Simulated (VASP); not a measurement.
# CaSe in VASP: notebook, part 2 of 3

VASP 6.6.1. Earlier steps stand in the parts before.

## 3. Single point, PBE (epitaxial xy strain -0.7%)

INCAR

```
ALGO = Normal
EDIFF = 1E-7
ENCUT = 520
GGA = PE
ISIF = 2
ISMEAR = 0
LASPH = True
LCHARG = True
LELF = True
LREAL = False
LVHAR = True
LWAVE = False
NBANDS = 15
NELM = 100
PREC = Accurate
SIGMA = 0.01
```

KPOINTS

```
k-points
0
Gamma
  4 4 4
```

POSCAR

```
CaSe
1.0
    0.0000000000      2.9479449044      2.9741557283
    2.9479449044      0.0000000000      2.9741557283
    2.9479449044      2.9479449044      0.0000000000
Ca Se
1 1
Direct
    0.0000000000      0.0000000000      0.0000000000
    0.5000000000      0.5000000000      0.5000000000
```

Potentials or basis: VASP PAW PBE potentials, release 64 (Ca_sv, Se).

Launch:

```sh
$ cat potpaw_PBE.64/Ca_sv/POTCAR potpaw_PBE.64/Se/POTCAR > POTCAR
$ mpirun -np 1 vasp_std > vasp.out
```

OUTCAR:

```text
EDIFF = 1E-7
   ENCUT = 520
   GGA = PE
   ISIF = 2
   ISMEAR = 0
   LASPH = True
   LREAL = False
   NELM = 100
   PREC = Accurate

 ion  position               nearest neighbor table
   1  0.000  0.000  0.000-   2 2.95   2 2.95   2 2.95   2 2.95   2 2.97   2 2.97
   2  0.500  0.500  0.500-   1 2.95   1 2.95   1 2.95   1 2.95   1 2.97   1 2.97

  LATTYP: Found a body centered tetragonal cell.
 ALAT       =     4.1690236649
 C/A-ratio  =     1.4267876449

  Lattice vectors:

 A1 = (  -2.9479449044,   0.0000000000,   2.9741557283)
 A2 = (   2.9479449044,   0.0000000000,   2.9741557283)
 A3 = (   0.0000000000,   2.9479449044,  -2.9741557283)

Analysis of symmetry for initial positions (statically):
=====================================================================
 Subroutine PRICEL returns:
 Original cell was already a primitive cell.

 Routine SETGRP: Setting up the symmetry group for a
 body centered tetragonal supercell.

 Subroutine GETGRP returns: Found 16 space group operations
 (whereof 16 operations were pure point group operations)
 out of a pool of 16 trial point group operations.

The static configuration has the point symmetry D_4h.

Analysis of symmetry for dynamics (positions and initial velocities):
=====================================================================
 Subroutine PRICEL returns:
 Original cell was already a primitive cell.

 Routine SETGRP: Setting up the symmetry group for a
 body centered tetragonal supercell.

 Subroutine GETGRP returns: Found 16 space group operations
 (whereof 16 operations were pure point group operations)
 out of a pool of 16 trial point group operations.

The dynamic configuration has the point symmetry D_4h.

 Subroutine INISYM returns: Found 16 space group operations
 (whereof 16 operations are pure point group operations),
 and found     1 'primitive' translations

----------------------------------------------------------------------------------------

                                     Primitive cell

  volume of cell :      51.6931

  direct lattice vectors                    reciprocal lattice vectors
     0.000000000  2.947944904  2.974155728    -0.169609683  0.169609683  0.168114936
     2.947944904  0.000000000  2.974155728     0.169609683 -0.169609683  0.168114936
     2.947944904  2.947944904  0.000000000     0.169609683  0.169609683 -0.168114936

  length of vectors
     4.187598531  4.187598531  4.169023665     0.292912138  0.292912138  0.292912138

  position of ions in fractional coordinates (direct lattice)
     0.000000000  0.000000000  0.000000000
     0.500000000  0.500000000  0.500000000

  ion indices of the primitive-cell ions
   primitive index   ion index
                 1           1
                 2           2

----------------------------------------------------------------------------------------

 KPOINTS: k-points

Automatic generation of k-mesh.
 Grid dimensions read from file:
 generate k-points for:    4    4    4

 Generating k-lattice:

  Cartesian coordinates                     Fractional coordinates (reciprocal lattice)
    -0.042402421  0.042402421  0.042028734     0.250000000 -0.000000000  0.000000000
[... 29 lines left out ...]
   k-points           NKPTS =     13   k-points in BZ     NKDIM =     13   number of bands    NBANDS=     15
   number of dos      NEDOS =    301   number of ions     NIONS =      2
   total plane-waves  NPLWV =  32768
   dimension x,y,z NGX =    32 NGY =   32 NGZ =   32
   dimension x,y,z NGXF=    64 NGYF=   64 NGZF=   64
   ions per type =               1   1
   NGX,Y,Z   is equivalent  to a cutoff of  12.70, 12.70, 12.76 a.u.
   NGXF,Y,Z  is equivalent  to a cutoff of  25.41, 25.41, 25.52 a.u.
 SYSTEM =  unknown system
   PREC   = accura    normal or accurate (medium, high low for compatibility)
   ISTART =      0    job   : 0-new  1-cont  2-samecut
   ICHARG =      2    charge: 1-file 2-atom 10-const
   ISPIN  =      1    spin polarized calculation?
   LNONCOLLINEAR =      F non collinear calculations
   LSORBIT =      F    spin-orbit coupling
   LASPH  =      T    aspherical Exc in radial PAW
   ENCUT  =  520.0 eV  38.22 Ry    6.18 a.u.   7.79  7.79  7.75*2*pi/ulx,y,z
   NELM   =    100;   NELMIN=  2; NELMDL= -5     # of ELM steps
   EDIFF  = 0.1E-06   stopping-criterion for ELM
   LREAL  =      F    real-space projection
   EDIFFG = 0.1E-05   stopping-criterion for IOM
   NSW    =      0    number of steps for IOM
   IBRION =     -1    ionic relax: 0-MD 1-quasi-New 2-CG
   NFREE  =      0    steps in history (QN), initial steepest desc. (CG)
   ISIF   =      2    stress and relaxation
   ISYM   =      2    0-nonsym 1-usesym 2-fastsym
   POTIM  = 0.5000    time-step for ionic-motion
   TEBEG  =    0.0;   TEEND  =   0.0 temperature during run
   PSTRESS=    0.0 pullay stress
   NELECT =      16.0000    total number of electrons
   NUPDOWN=      -1.0000    fix difference up-down
   EMIN   =  10.00;   EMAX   =-10.00  energy-range for DOS
   EFERMI =   0.00;   METHOD = LEGACY
   ISMEAR =     0;   SIGMA  =   0.01  broadening in eV -4-tet -1-fermi 0-gaus
   EFERMI_NEDOS =   21; number of points for ismear=-14 and -15
   IALGO  =     38    algorithm
   IMIX   =      4    mixing-type and parameters
     AMIX     =   0.40;   BMIX     =  1.00
     AMIX_MAG =   1.60;   BMIX_MAG =  1.00
  volume/ion in A,a.u.               =      25.85       174.42
  Fermi-wavevector in a.u.,A,eV,Ry     =   1.107399  2.092680 16.685259  1.226332
  Thomas-Fermi vector in A             =   2.243912
   LORBIT       =      0    0 simple, 1 ext, 2 COOP (PROOUT), +10 PAW based schemes
   GGA     = PE    functional components
   LHFCALC =     F    Hartree Fock is set to
   AEXX    =    0.0000 exact exchange contribution
   IVDW    =     0    specifies the selected vdW correction
   LEPSILON=     F    determine dielectric tensor
   LRPA    =     F    only Hartree local field effects (RPA)
 non-spin polarized calculation
 Gauss-broadening in eV      SIGMA  =   0.01
  energy-cutoff  :      520.00
  volume of cell :       51.69
 maximum number of plane-waves:      1411
   NGX = 15   NGY = 15   NGZ = 15

 number of electron      15.9999998 magnetization

 Free energy of the ion-electron system (eV)
  ---------------------------------------------------
  ext. energy  EPLUGINS =         0.00000000
  ---------------------------------------------------
  free energy    TOTEN  =        -9.46312601 eV

  energy without entropy =       -9.46312601  energy(sigma->0) =       -9.46312601

 E-fermi :   2.5261     XC(G=0):  -9.1551

 val. band max:        2.4669556585   @ k =   0.0000   0.0000   0.0000
 cond. band min:       4.4755904592   @ k =   0.5000   0.0000   0.5000
 fundamental gap:      2.0086348007
 Fermi energy:         2.5261226483

 k-point     1 :       0.0000    0.0000    0.0000
  band No.  band energies     occupation
      1     -37.2968      2.00000
      2     -18.2925      2.00000
      3     -18.2900      2.00000
      4     -18.2900      2.00000
      5      -9.3349      2.00000
      6       2.4627      2.00000
      7       2.4670      2.00000
      8       2.4670      2.00000
      9       5.8040      0.00000
     10       6.1210      0.00000
     11       6.1790      0.00000
     12       6.1790      0.00000
     13       6.7180      0.00000
     14       6.7434      0.00000
[... 203 lines left out ...]
      2     -18.3490      2.00000
      3     -18.3490      2.00000
      4     -18.3311      2.00000
      5      -8.6661      2.00000
      6       0.4818      2.00000
      7       0.4818      2.00000
      8       0.8110      2.00000
      9       6.8163      0.00000
     10       6.8163      0.00000
     11       7.7221      0.00000
     12       8.2177      0.00000
     13       8.5171      0.00000
     14      10.9868      0.00000
     15      11.3938      0.00000

------------------------ aborting loop because EDIFF is reached ----------------------------------------

  FORCE on cell =-STRESS in cart. coord.  units (eV):
  Direction    XX          YY          ZZ          XY          YZ          ZX
  --------------------------------------------------------------------------------------
  -------------------------------------------------------------------------------------
  Total        0.5570963      0.5570963      0.2843109      0.0000000     -0.0000000      0.0000000
  in kB       17.2666642     17.2666642      8.8119415      0.0000000     -0.0000000      0.0000000
  external PRESSURE =      14.4484233 kB  Pullay stress =       0.0000000 kB

 VOLUME and BASIS-vectors are now :
 -----------------------------------------------------------------------------
  energy-cutoff  :      520.00
  volume of cell :       51.69
      direct lattice vectors                 reciprocal lattice vectors
     0.000000000  2.947944904  2.974155728    -0.169609683  0.169609683  0.168114936
     2.947944904  0.000000000  2.974155728     0.169609683 -0.169609683  0.168114936
     2.947944904  2.947944904  0.000000000     0.169609683  0.169609683 -0.168114936

 POSITION                                       TOTAL-FORCE (eV/Angst)
 -----------------------------------------------------------------------------------
      0.00000      0.00000      0.00000        -0.000000      0.000000      0.000000
      2.94794      2.94794      2.97416         0.000000     -0.000000      0.000000
 -----------------------------------------------------------------------------------
    total drift:                                0.000000     -0.000000     -0.000000

  FREE ENERGIE OF THE ION-ELECTRON SYSTEM (eV)
  ---------------------------------------------------
  free  energy   TOTEN  =        -9.4631260104 eV

  energy  without entropy=       -9.4631260104  energy(sigma->0) =       -9.46312601
```

OSZICAR:

```text
N       E                     dE             d eps       ncg     rms          rms(c)
DAV:   1     0.103507737487E+03    0.10351E+03   -0.75443E+03   390   0.987E+02
DAV:   2    -0.508042729543E+01   -0.10859E+03   -0.10442E+03   509   0.244E+02
DAV:   3    -0.941196985476E+01   -0.43315E+01   -0.43005E+01   532   0.460E+01
DAV:   4    -0.960753422752E+01   -0.19556E+00   -0.19544E+00   549   0.829E+00
DAV:   5    -0.960885530403E+01   -0.13211E-02   -0.13211E-02   502   0.738E-01    0.427E+00
DAV:   6    -0.946706202589E+01    0.14179E+00   -0.18995E-01   453   0.229E+00    0.254E+00
DAV:   7    -0.945892361948E+01    0.81384E-02   -0.10207E-01   519   0.200E+00    0.812E-01
DAV:   8    -0.946288343590E+01   -0.39598E-02   -0.11387E-02   397   0.826E-01    0.111E-01
DAV:   9    -0.946299332189E+01   -0.10989E-03   -0.59487E-04   467   0.249E-01    0.462E-02
DAV:  10    -0.946310739534E+01   -0.11407E-03   -0.14028E-04   418   0.731E-02    0.166E-02
DAV:  11    -0.946312751088E+01   -0.20116E-04   -0.49444E-05   432   0.624E-02    0.848E-03
DAV:  12    -0.946312644353E+01    0.10674E-05   -0.22780E-06   475   0.125E-02    0.433E-03
DAV:  13    -0.946312598194E+01    0.46159E-06   -0.96007E-07   446   0.604E-03    0.199E-03
DAV:  14    -0.946312601043E+01   -0.28491E-07   -0.25598E-08   244   0.994E-04
   1 F= -.94631260E+01 E0= -.94631260E+01  d E =-.110639E-18
```

stdout:

```text
POSCAR found type information on POSCAR CaSe
 POSCAR found :  2 types and       2 ions
 scaLAPACK will be used
 LDA part: xc-table for (Slater+PW92), standard interpolation
 POSCAR, INCAR and KPOINTS ok, starting setup
 FFT: planning ... GRIDC
 FFT: planning ... GRID_SOFT
 FFT: planning ... GRID
 WAVECAR not read
 entering main loop
```

It took 36 s on 1 thread of AMD EPYC 7R13, shared host; peak memory 0.14 GiB.

Results:

- Free energy: -9.4631 eV
- Pressure: 1.4 GPa
- Band gap on the k mesh: 2.01 eV, indirect (least direct gap 2.93 eV)

Stress tensor (GPa, compression positive):
```
1.73 0.00 0.00
0.00 1.73 0.00
0.00 0.00 0.88
```

Caveat: the k points lie up to 0.46 Å⁻¹ apart; the cell differs from its parent crystal (epitaxial xy strain -0.7%).

(Continued in part 3 of 3.)
